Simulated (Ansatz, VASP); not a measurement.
One calculation of GaO3, two programs

The input INCAR:

```
SYSTEM = GaO3
  ALGO = Normal
  EDIFF = 1E-6
  EDIFFG = -0.04
  ENCUT = 600
  GGA = PE
  IBRION = 2
  ISIF = 3
  ISMEAR = 0
  LASPH = .True.
  LCHARG = .False.
  LREAL = .False.
  LWAVE = .False.
  NELM = 100
  NSW = 90
  PREC = Accurate
  SIGMA = 0.1
```

KPOINTS

```
k-points
0
Gamma
  6 6 6
  0 0 0
```

Contents of POSCAR:

```
GaO3
1.0
   -2.3556699200      2.3556699200      2.3556699200
    2.3556699200     -2.3556699200      2.3556699200
    2.3556699200      2.3556699200     -2.3556699200
Ga O
1 3
Direct
    0.0000000000      0.0000000000      0.0000000000
    0.0000000000      0.5000000000      0.5000000000
    0.5000000000      0.0000000000      0.5000000000
    0.5000000000      0.5000000000      0.0000000000
```

Input for Ansatz:

```yaml
crystal:
  lattice:
    - [-2.35566992, 2.35566992, 2.35566992]
    - [2.35566992, -2.35566992, 2.35566992]
    - [2.35566992, 2.35566992, -2.35566992]
  atoms:
    - { symbol: Ga, position: [0.0, 0.0, 0.0] }
    - { symbol: O, position: [0.0, 0.5, 0.5] }
    - { symbol: O, position: [0.5, 0.0, 0.5] }
    - { symbol: O, position: [0.5, 0.5, 0.0] }
basis:
  ecutwfc: 420
kpoints:
  mp_grid: { grid: [6, 6, 6] }
hamiltonian:
  xc: pbe
scf:
  occupations: { method: gaussian, width: 0.1 }
  lower_state_search: "off"
output:
  forces: true
  stress: true
  eigenvalues: true
relax:
  adjacent_minimum: "off"
  f_tol: 0.04
  max_steps: 70
  cell: { stress_tol: 0.4 }
```

Alike in both runs: task relaxation of cell and atoms; functional PBE; k mesh 6 × 6 × 6; occupations gaussian, width 0.1 eV; no spin polarisation.

|  | VASP | Ansatz |
| --- | --- | --- |
| version | VASP 6.6.1 | Ansatz 0.2.0 |
| potentials or method | VASP PAW PBE potentials, release 64 (Ga_d, O), cutoff 600 eV | scalar-relativistic, plane waves, PAW |
| valence electrons in the cell | 31 | 31 |

Ansatz gave:

| Property | Result |
| --- | --- |
| gap on the k mesh at the Fermi level, each at its own relaxed structure (eV) | none |
| relaxed volume (Å³/atom) | 8.94 |
| relaxed cell length with the largest relative difference (Å) | 3.595 |

Question: Estimate VASP's values.

Answer: gap on the k mesh at the Fermi level, each at its own relaxed structure (eV): none; relaxed volume (Å³/atom): 8.97; relaxed cell length with the largest relative difference (Å): 3.599.

A gap of «none» marks a metal or a gap that the smearing closes.

Noted on VASP's run: the volume moved by over 15 % at a fixed basis, so the end points are rough.
